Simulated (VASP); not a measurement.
Wanted: the native input for a VASP 6.6.1 run.

```yaml
Task: single point
Functional: PBE
Potentials_or_basis: VASP PAW PBE potentials, release 64 (Zr_sv, W_sv, N)
Cutoff: 520 eV
k_mesh: 6 × 6 × 6
Occupations: gaussian, width 0.1 eV
Spin: no spin polarisation
Dipole_correction: no
Further_INCAR_settings: ALGO = Normal; EDIFF = 1e-07; NBANDS = 26
```

The structure of ZrWN2 lies in POSCAR:

```
ZrWN2
1.0
    1.5899513350      0.9179588296      5.0558921230
   -1.5899513350      0.9179588296      5.0558921230
    0.0000000000     -1.8359176641      5.0558921222
Zr W N
1 1 2
Direct
    0.5000000000      0.5000000000      0.5000000000
    0.0000000000      0.0000000000      0.0000000000
    0.7462395425      0.7462395425      0.7462395425
    0.2537604575      0.2537604575      0.2537604575
```

These files were run (other wordings do the same):

INCAR

```
SYSTEM = ZrWN2
PREC = Accurate
ENCUT = 520
EDIFF = 1E-7
ISMEAR = 0
SIGMA = 0.1
LREAL = .FALSE.
LASPH = .TRUE.
NELM = 100
ALGO = Normal
ISIF = 2
LWAVE = .FALSE.
LCHARG = .FALSE.
GGA = PE
NBANDS = 26
```

KPOINTS

```
regular mesh
0
G
  6 6 6
  0 0 0
```

Potentials or basis: VASP PAW PBE potentials, release 64 (Zr_sv, W_sv, N).

Launch:

```console
$ cat potpaw_PBE.64/Zr_sv/POTCAR potpaw_PBE.64/W_sv/POTCAR potpaw_PBE.64/N/POTCAR > POTCAR
$ mpirun -np 1 vasp_std > vasp.out
```

It gave:

| Property | Result |
| --- | --- |
| Pressure | 0.7 GPa |
| Largest force | 0.036 eV/Å |
| Band gap on the k mesh | zero (bands 18 and 19 overlap by 2.43 eV) |

Caveat: the k points lie up to 0.39 Å⁻¹ apart, too coarse for converged energies and pressures of a metal; spin-orbit coupling is left out, which moves the levels of the heavy elements.

Wall time 91 s on 1 thread of AMD EPYC 7R13 (shared host), peak memory 0.23 GiB.
